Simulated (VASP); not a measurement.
Wanted: the native input for a VASP 6.6.1 run.

```yaml
Task: single point
Functional: PBEsol
Potentials_or_basis: VASP PAW PBE potentials, release 64 (Ca_sv)
Cutoff: 520 eV
k_mesh: 10 × 10 × 6
Occupations: gaussian, width 0.1 eV
Spin: no spin polarisation
Dipole_correction: no
Further_INCAR_settings: ALGO = Fast; EDIFF = 1e-06; NBANDS = 17
```

The structure of Ca lies in POSCAR:

```
Ca
1.0
    4.0522763119      0.0795999904      0.0109847987
   -1.9572025421      3.4938740379      0.0235984297
    0.0179952000      0.0550288000      6.5571640000
Ca
2
Direct
    0.3333721877      0.6520559315      0.2375306748
    0.6666278123      0.3479440685      0.7624693252
```

This cell differs from its parent crystal: strained and its atoms moved.

One way to write it, as run:

INCAR

```
PREC     = Accurate       # precision mode
ENCUT    = 520            # plane-wave cutoff, eV
EDIFF    = 1E-6           # SCF threshold, eV
ISMEAR   = 0              # smearing method
SIGMA    = 0.1            # smearing width, eV
LREAL    = False          # projectors in reciprocal space
LASPH    = True           # aspherical terms in the spheres
NELM     = 100            # most SCF steps
ALGO     = Fast           # electronic algorithm
ISIF     = 2              # what is computed and relaxed
LWAVE    = False          # write WAVECAR
LCHARG   = True           # write CHGCAR
GGA      = PS             # functional
LELF     = True           # ELF
LVHAR    = True         
NBANDS   = 17             # bands
```

KPOINTS

```
regular mesh
0
Gamma
  10 10 6
```

Potentials or basis: VASP PAW PBE potentials, release 64 (Ca_sv).

Launch:

```console
$ cat potpaw_PBE.64/Ca_sv/POTCAR > POTCAR
$ mpirun -np 1 vasp_std > vasp.out
```

Results of the run:

```json
{"Pressure": "-1.9 GPa", "Largest force": "0.206 eV/Å", "Band gap on the k mesh": "zero (bands 10 and 11 overlap by 0.38 eV)"}
```

Caveat: the cell differs from its parent crystal (strained and its atoms moved); the PAW data sets were made with another functional, which shifts forces and pressure a little.

It took 7 min on 1 thread of Intel(R) Xeon(R) Platinum 8375C CPU @ 2.90GHz (Ice Lake), with other jobs on the host, peak memory 0.51 GiB.
